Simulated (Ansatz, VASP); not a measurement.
# Sr in VASP and in Ansatz

```
Sr
1.0
     4.35526    0.00000    0.00000
    -2.17763    3.77177    0.00000
     0.00000    0.00000   14.25760
Sr
4
Cartesian
  2.1776 3.7718 0.0000
  2.1776 3.7718 7.1288
  0.0000 2.5145 3.5644
  2.1776 1.2573 10.6932
```

Alike in both runs: task single point; functional RPBE; k mesh 10 × 10 × 3; occupations fermi-dirac, width 0.1 eV; no spin polarisation.

|  | VASP | Ansatz |
| --- | --- | --- |
| version | VASP 6.6.1 | Ansatz 0.2.0 |
| potentials or method | VASP PAW PBE potentials, release 64 (Sr_sv), cutoff 520 eV | plane waves (420 eV) with PAW, scalar-relativistic |
| valence electrons in the cell | 40 | 40 |

```csv
,VASP,Ansatz,Ansatz less VASP
pressure (GPa),0.0,0.0,-0.01
```

VASP's potentials were made for PBE, not for RPBE. With one functional, cell and mesh, what is left measures potentials, basis and numerics.
